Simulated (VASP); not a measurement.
# Ru (P6_3/mmc) in VASP: further runs, part 2 of 2

VASP 6.6.1. The steps go on from the part before.

**3. Single point, PBE (strain +0.000 along x and y, +0.050 along z)**

INCAR

```
SYSTEM = Ru
PREC = Accurate
ENCUT = 520
EDIFF = 1E-6
ISMEAR = 0
SIGMA = 0.15
LREAL = .FALSE.
LASPH = .TRUE.
NELM = 80
ALGO = Fast
ISIF = 2
LWAVE = .FALSE.
LCHARG = .FALSE.
GGA = PE
NBANDS = 21
```

KPOINTS

```
Automatic mesh
0
G
  24 24 14
  0 0 0
```

POSCAR

```
Ru
1.0
    2.7200250909      0.0000000000      0.0000000000
   -1.3600125454      2.3556108276      0.0000000000
    0.0000000000      0.0000000000      4.5116079713
Ru
2
Direct
    0.3333333333      0.6666666667      0.2500000000
    0.6666666667      0.3333333333      0.7500000000
```

Potentials or basis: VASP PAW PBE potentials, release 64 (Ru_pv).

Launch:

```
$ cat potpaw_PBE.64/Ru_pv/POTCAR > POTCAR
$ mpirun -np 1 vasp_std > vasp.out
```

OUTCAR:

```text
SYSTEM = Ru
   PREC = Accurate
   ENCUT = 520
   EDIFF = 1E-6
   ISMEAR = 0
   LREAL = .FALSE.
   LASPH = .TRUE.
   NELM = 80
   ISIF = 2
   GGA = PE

 ion  position               nearest neighbor table
   1  0.333  0.667  0.250-   2 2.75   2 2.75   2 2.75   2 2.75   2 2.75   2 2.75
   2  0.667  0.333  0.750-   1 2.75   1 2.75   1 2.75   1 2.75   1 2.75   1 2.75

  LATTYP: Found a hexagonal cell.
 ALAT       =     2.7200250909
 C/A-ratio  =     1.6586641007

  Lattice vectors:

 A1 = (   2.7200250909,   0.0000000000,   0.0000000000)
 A2 = (  -1.3600125454,   2.3556108276,   0.0000000000)
 A3 = (   0.0000000000,   0.0000000000,   4.5116079713)

Analysis of symmetry for initial positions (statically):
=====================================================================
 Subroutine PRICEL returns:
 Original cell was already a primitive cell.

 Routine SETGRP: Setting up the symmetry group for a
 hexagonal supercell.

 Subroutine GETGRP returns: Found 24 space group operations
 (whereof 12 operations were pure point group operations)
 out of a pool of 24 trial point group operations.

The static configuration has the point symmetry D_3d.
 The point group associated with its full space group is D_6h.

Analysis of symmetry for dynamics (positions and initial velocities):
=====================================================================
 Subroutine PRICEL returns:
 Original cell was already a primitive cell.

 Routine SETGRP: Setting up the symmetry group for a
 hexagonal supercell.

 Subroutine GETGRP returns: Found 24 space group operations
 (whereof 12 operations were pure point group operations)
 out of a pool of 24 trial point group operations.

The dynamic configuration has the point symmetry D_3d.
 The point group associated with its full space group is D_6h.

 Subroutine INISYM returns: Found 24 space group operations
 (whereof 12 operations are pure point group operations),
 and found     1 'primitive' translations

[... 109 lines left out ...]
   ISMEAR =     0;   SIGMA  =   0.15  broadening in eV -4-tet -1-fermi 0-gaus
   EFERMI_NEDOS =   21; number of points for ismear=-14 and -15
   IALGO  =     68    algorithm
   IMIX   =      4    mixing-type and parameters
     AMIX     =   0.40;   BMIX     =  1.00
     AMIX_MAG =   1.60;   BMIX_MAG =  1.00
  volume/ion in A,a.u.               =      14.45        97.54
  Fermi-wavevector in a.u.,A,eV,Ry     =   1.619788  3.060956 35.697795  2.623714
  Thomas-Fermi vector in A             =   2.713832
   LORBIT       =      0    0 simple, 1 ext, 2 COOP (PROOUT), +10 PAW based schemes
   GGA     = PE    functional components
   LHFCALC =     F    Hartree Fock is set to
   AEXX    =    0.0000 exact exchange contribution
   IVDW    =     0    specifies the selected vdW correction
   LEPSILON=     F    determine dielectric tensor
   LRPA    =     F    only Hartree local field effects (RPA)
 non-spin polarized calculation
 RMM-DIIS sequential band-by-band and
 Gauss-broadening in eV      SIGMA  =   0.15
  energy-cutoff  :      520.00
  volume of cell :       28.91
 maximum number of plane-waves:       801
   NGX = 11   NGY = 11   NGZ = 17

 number of electron      28.0000005 magnetization

 Free energy of the ion-electron system (eV)
  ---------------------------------------------------
  ext. energy  EPLUGINS =         0.00000000
  ---------------------------------------------------
  free energy    TOTEN  =       -18.35433041 eV

  energy without entropy =      -18.33332678  energy(sigma->0) =      -18.34382859

 E-fermi :  11.7356     XC(G=0): -13.7346

 val. band max:       11.7325364923   @ k =   0.3750   0.0833   0.4286
 cond. band min:      11.7362807582   @ k =   0.0833   0.0417   0.3571
 fundamental gap:      0.0037442659
 Fermi energy:        11.7356069494

 k-point     1 :       0.0000    0.0000    0.0000
  band No.  band energies     occupation
      1     -31.6324      2.00000
      2     -30.8809      2.00000
      3     -30.8809      2.00000
      4     -30.8014      2.00000
      5     -30.7730      2.00000
      6     -30.7730      2.00000
[... 565 lines left out ...]
     20      22.6112      0.00000
     21      24.6793      0.00000

 [... further k-points ...]

------------------------ aborting loop because EDIFF is reached ----------------------------------------

  FORCE on cell =-STRESS in cart. coord.  units (eV):
  Direction    XX          YY          ZZ          XY          YZ          ZX
  --------------------------------------------------------------------------------------
  -------------------------------------------------------------------------------------
  Total       -1.2186101     -1.2186101     -4.7647811     -0.0000000     -0.0000000     -0.0000000
  in kB      -67.5410113    -67.5410113   -264.0862135     -0.0000000     -0.0000000     -0.0000000
  external PRESSURE =    -133.0560787 kB  Pullay stress =       0.0000000 kB

 VOLUME and BASIS-vectors are now :
 -----------------------------------------------------------------------------
  energy-cutoff  :      520.00
  volume of cell :       28.91
      direct lattice vectors                 reciprocal lattice vectors
     2.720025091  0.000000000  0.000000000     0.367643667  0.212259170  0.000000000
    -1.360012545  2.355610828  0.000000000     0.000000000  0.424518341  0.000000000
     0.000000000  0.000000000  4.511607971     0.000000000  0.000000000  0.221650464

 POSITION                                       TOTAL-FORCE (eV/Angst)
 -----------------------------------------------------------------------------------
     -0.00000      1.57041      1.12790        -0.000000      0.000000      0.000000
      1.36001      0.78520      3.38371         0.000000     -0.000000      0.000000
 -----------------------------------------------------------------------------------
    total drift:                               -0.000000      0.000000     -0.000000

  FREE ENERGIE OF THE ION-ELECTRON SYSTEM (eV)
  ---------------------------------------------------
  free  energy   TOTEN  =       -18.3543304079 eV

  energy  without entropy=      -18.3333267761  energy(sigma->0) =      -18.34382859
```

OSZICAR:

```text
N       E                     dE             d eps       ncg     rms          rms(c)
DAV:   1     0.285162807353E+03    0.28516E+03   -0.17578E+04 20552   0.147E+03
DAV:   2    -0.140021010487E+02   -0.29916E+03   -0.29018E+03 21006   0.440E+02
DAV:   3    -0.197131219316E+02   -0.57110E+01   -0.56711E+01 24151   0.680E+01
DAV:   4    -0.197561852907E+02   -0.43063E-01   -0.43019E-01 25818   0.563E+00
DAV:   5    -0.197567381169E+02   -0.55283E-03   -0.54960E-03 23711   0.562E-01    0.153E+01
RMM:   6    -0.184265974966E+02    0.13301E+01   -0.30411E+00 20862   0.144E+01    0.363E+00
RMM:   7    -0.183608470919E+02    0.65750E-01   -0.32266E-01 22097   0.416E+00    0.871E-01
RMM:   8    -0.183551127307E+02    0.57344E-02   -0.19088E-02 23113   0.129E+00    0.423E-01
RMM:   9    -0.183543118664E+02    0.80086E-03   -0.21446E-03 23266   0.416E-01    0.525E-02
RMM:  10    -0.183543328507E+02   -0.20984E-04   -0.28548E-04 23882   0.152E-01    0.131E-02
RMM:  11    -0.183543319944E+02    0.85631E-06   -0.44093E-05 24926   0.424E-02    0.432E-03
RMM:  12    -0.183543297628E+02    0.22316E-05   -0.84392E-06 21829   0.162E-02    0.268E-03
RMM:  13    -0.183543304079E+02   -0.64507E-06   -0.99531E-07 16534   0.676E-03
   1 F= -.18354330E+02 E0= -.18343829E+02  d E =-.210036E-01
```

It took 96 s on 1 thread of Intel Xeon 6975P-C (Granite Rapids), shared host; peak memory 0.33 GiB.

What came out:

```
Free energy            : -18.3543 eV
Pressure               : -13.3 GPa
Band gap on the k mesh : zero (bands 14 and 15 overlap by 2.87 eV)
```

Levels at points of the mesh, in eV from the Fermi level:
```csv
k point,band 12,band 13,band 14,band 15,band 16,band 17
"(0.00, 0.00, 0.00)",-1.81,-1.81,-0.94,-0.94,0.74,1.08
"(0.50, 0.00, 0.00)",-1.61,-1.52,1.53,1.54,1.83,3.83
"(0.00, 0.00, 0.50)",-2.39,-2.39,-2.39,0.47,0.47,0.47
"(0.50, 0.00, 0.50)",-0.81,0.43,0.43,1.71,1.71,3.19
```

Caveat: the cell differs from its parent crystal (strain +0.000 along x and y, +0.050 along z); the cell stands under tension.

**4. Single point, PBE (strain +0.050 along x and y, -0.050 along z)**

INCAR

```
PREC = Accurate
ENCUT = 520
EDIFF = 1E-6
ISMEAR = 0
SIGMA = 0.15
LREAL = False
LASPH = True
NELM = 80
ALGO = Fast
ISIF = 2
LWAVE = False
LCHARG = False
GGA = PE
NBANDS = 21
```

KPOINTS

```
regular mesh
0
Gamma
  24 24 14
```

POSCAR

```
Ru
1.0
    2.8560263454      0.0000000000      0.0000000000
   -1.4280131727      2.4733913690      0.0000000000
    0.0000000000      0.0000000000      4.0819310217
Ru
2
Direct
    0.3333333333      0.6666666667      0.2500000000
    0.6666666667      0.3333333333      0.7500000000
```

Launch:

```
$ cat potpaw_PBE.64/Ru_pv/POTCAR > POTCAR
$ mpirun -np 1 vasp_std > vasp.out
```

Run time: 90 s. Hardware: 1 thread of Intel Xeon 6975P-C (Granite Rapids), shared host; peak memory 0.32 GiB.

Results (log left out):

- Free energy: -18.2236 eV
- Pressure: -8.8 GPa
- Band gap on the k mesh: zero (bands 14 and 15 overlap by 2.63 eV)

Stress tensor (GPa, compression positive):
```
-19.85   0.00   0.00
  0.00 -19.85   0.00
  0.00   0.00  13.28
```

Levels at points of the mesh, in eV from the Fermi level:
| k point | band 10 | band 11 | band 12 | band 13 | band 14 | band 15 | band 16 | band 17 | band 18 | band 19 |
| --- | --- | --- | --- | --- | --- | --- | --- | --- | --- | --- |
| (0.00, 0.00, 0.00) | -2.52 | -2.01 | -2.01 | -1.68 | -1.68 | -1.37 | 1.06 | 1.06 | 2.41 | 10.48 |
| (0.50, 0.00, 0.00) | -3.43 | -2.04 | -1.41 | -0.89 | 0.67 | 1.30 | 2.09 | 3.41 | 5.26 | 10.87 |
| (0.00, 0.00, 0.50) | -2.96 | -2.96 | -2.96 | -2.03 | -2.03 | 0.62 | 0.62 | 0.62 | 0.62 | 10.49 |
| (0.50, 0.00, 0.50) | -3.84 | -1.37 | -1.37 | 0.29 | 0.29 | 1.09 | 1.09 | 3.01 | 3.01 | 9.69 |

Caveat: the cell differs from its parent crystal (strain +0.050 along x and y, -0.050 along z); the cell stands under tension.

**5. Single point, PBE (strain +0.025 along x and y, +0.000 along z)**

INCAR

```
SYSTEM = Ru
PREC = Accurate ; ENCUT = 520
EDIFF = 1E-7 ; ISMEAR = 0
SIGMA = 0.15 ; LREAL = .FALSE.
LASPH = .TRUE. ; NELM = 60
ALGO = Fast ; ISIF = 2
LWAVE = .FALSE. ; LCHARG = .FALSE.
GGA = PE ; NBANDS = 21
```

KPOINTS

```
Automatic mesh
0
G
  24 24 14
  0 0 0
```

POSCAR

```
Ru
1.0
    2.7880257181      0.0000000000      0.0000000000
   -1.3940128590      2.4145010983      0.0000000000
    0.0000000000      0.0000000000      4.2967694965
Ru
2
Direct
    0.3333333333      0.6666666667      0.2500000000
    0.6666666667      0.3333333333      0.7500000000
```

Launch:

```
$ cat potpaw_PBE.64/Ru_pv/POTCAR > POTCAR
$ mpirun -np 1 vasp_std > vasp.out
```

It took 1.7 min on 1 thread of Intel Xeon 6975P-C (Granite Rapids), shared host; peak memory 0.33 GiB.

It converged, with:

```
Free energy            : -18.4055 eV
Pressure               : -13.3 GPa
Band gap on the k mesh : zero (bands 14 and 15 overlap by 2.91 eV)
```

Stress tensor (GPa, compression positive):
```
-15.80   0.00   0.00
  0.00 -15.80   0.00
  0.00   0.00  -8.21
```

Levels at points of the mesh, in eV from the Fermi level:
| k point | band 11 | band 12 | band 13 | band 14 | band 15 | band 16 | band 17 | band 18 |
| --- | --- | --- | --- | --- | --- | --- | --- | --- |
| (0.00, 0.00, 0.00) | -1.99 | -1.72 | -1.72 | -1.46 | -1.46 | 1.06 | 1.06 | 1.52 |
| (0.50, 0.00, 0.00) | -1.78 | -1.78 | -1.28 | 1.11 | 1.54 | 1.81 | 3.66 | 5.58 |
| (0.00, 0.00, 0.50) | -2.61 | -2.61 | -2.39 | -2.39 | 0.49 | 0.49 | 0.49 | 0.49 |
| (0.50, 0.00, 0.50) | -1.06 | -1.06 | 0.38 | 0.38 | 1.38 | 1.38 | 3.13 | 3.13 |

Caveat: the cell differs from its parent crystal (strain +0.025 along x and y, +0.000 along z); the cell stands under tension.

**6. Single point, PBE (strain +0.050 along x and y, -0.025 along z)**

INCAR

```
SYSTEM = Ru
ALGO = Fast
EDIFF = 1E-6
ENCUT = 520
GGA = PE
ISIF = 2
ISMEAR = 0
LASPH = .TRUE.
LCHARG = .TRUE.
LELF = .TRUE.
LREAL = .FALSE.
LVHAR = .TRUE.
LWAVE = .FALSE.
NBANDS = 21
NELM = 60
PREC = Accurate
SIGMA = 0.15
```

KPOINTS

```
k-points
0
G
  24 24 14
  0 0 0
```

POSCAR

```
Ru
1.0
    2.8560263454      0.0000000000      0.0000000000
   -1.4280131727      2.4733913690      0.0000000000
    0.0000000000      0.0000000000      4.1893502591
Ru
2
Direct
    0.3333333333      0.6666666667      0.2500000000
    0.6666666667      0.3333333333      0.7500000000
```

Potentials or basis: VASP PAW PBE potentials, release 64 (Ru_pv).

Launch:

```
$ cat potpaw_PBE.64/Ru_pv/POTCAR > POTCAR
$ mpirun -np 1 vasp_std > vasp.out
```

Wall time 85 s (1 thread of Intel Xeon 6975P-C (Granite Rapids), shared host); peak memory 0.33 GiB.

Results (log left out):

```yaml
Free_energy: -18.2505 eV
Pressure: -16.6 GPa
Band_gap_on_the_k_mesh: zero (bands 14 and 15 overlap by 2.64 eV)
```

Stress tensor (GPa, compression positive):
```
-24.09   0.00   0.00
  0.00 -24.09   0.00
  0.00   0.00  -1.73
```

Levels at points of the mesh, in eV from the Fermi level:
| k point | band 11 | band 12 | band 13 | band 14 | band 15 | band 16 | band 17 | band 18 |
| --- | --- | --- | --- | --- | --- | --- | --- | --- |
| (0.00, 0.00, 0.00) | -1.76 | -1.76 | -1.63 | -1.63 | -1.52 | 1.02 | 1.02 | 2.05 |
| (0.50, 0.00, 0.00) | -1.90 | -1.49 | -0.99 | 0.79 | 1.32 | 1.91 | 3.39 | 5.21 |
| (0.00, 0.00, 0.50) | -2.73 | -2.73 | -2.09 | -2.09 | 0.54 | 0.54 | 0.54 | 0.54 |
| (0.50, 0.00, 0.50) | -1.21 | -1.21 | 0.32 | 0.32 | 1.14 | 1.14 | 2.98 | 2.98 |

Caveat: the cell differs from its parent crystal (strain +0.050 along x and y, -0.025 along z); the cell stands under tension.

**7. Overview**

| cell | further INCAR settings | gap on the mesh (eV) | pressure (GPa) |
| --- | --- | --- | --- |
| a = 2.788, b = 2.788, c = 4.189 Å, angles 90.0, 90.0, 120.0°, 2 atoms | ALGO = Fast; EDIFF = 1e-06; NBANDS = 21 | none | -5.7 |
| a = 2.720, b = 2.720, c = 4.512 Å, angles 90.0, 90.0, 120.0°, 2 atoms | ALGO = Fast; EDIFF = 1e-06; NBANDS = 21 | none | -13.3 |
| a = 2.856, b = 2.856, c = 4.082 Å, angles 90.0, 90.0, 120.0°, 2 atoms | ALGO = Fast; EDIFF = 1e-06; NBANDS = 21 | none | -8.8 |
| a = 2.788, b = 2.788, c = 4.297 Å, angles 90.0, 90.0, 120.0°, 2 atoms | ALGO = Fast; EDIFF = 1e-07; NBANDS = 21 | none | -13.3 |
| a = 2.856, b = 2.856, c = 4.189 Å, angles 90.0, 90.0, 120.0°, 2 atoms | ALGO = Fast; EDIFF = 1e-06; NBANDS = 21 | none | -16.6 |

Alike in all rows: task single point; level PBE; potentials or basis VASP PAW PBE potentials, release 64 (Ru_pv); no spin polarisation; k mesh 24 × 24 × 14; cutoff (eV) 520; smearing gaussian 0.15 eV.

Caveats: the cell stands under tension.

Absolute energies hang on the potentials; compare differences alone.
